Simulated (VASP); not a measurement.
Ta, 1 atom in the cell. It takes space group Im-3m (No. 229, cubic). Conventional cell: a = 3.229 Å, b = 3.229 Å, c = 3.229 Å, α = 90.00°, β = 90.00°, γ = 90.00°. Within 3.7 Å of Ta (site symmetry m-3m) lie 14 Ta at 2.80 to 3.23 Å. 

```yaml
Program: VASP 6.6.1
Task: single point
Functional: PBE
Potentials_or_basis: VASP PAW PBE potentials, release 64 (Ta_pv)
Cutoff: 520 eV
k_mesh: 17 × 17 × 17
Occupations: fermi-dirac, width 0.1 eV
Spin: no spin polarisation
Dipole_correction: no
Further_INCAR_settings: ALGO = Normal; EDIFF = 1e-07; NBANDS = 12
```

Potentials or basis: VASP PAW PBE potentials, release 64 (Ta_pv).

The run is started by

```sh
$ cat potpaw_PBE.64/Ta_pv/POTCAR > POTCAR
$ mpirun -np 1 vasp_std > vasp.out
```

Hardware: 1 thread of Intel(R) Xeon(R) 6975P-C (Granite Rapids), on a shared host.

Question: How long does it take, and how much memory?

Answer: Run time: 9.8 s on 1 thread of Intel(R) Xeon(R) 6975P-C (Granite Rapids), on a shared host, peak memory 0.16 GiB. Counts: scf iterations 12, k points 165.
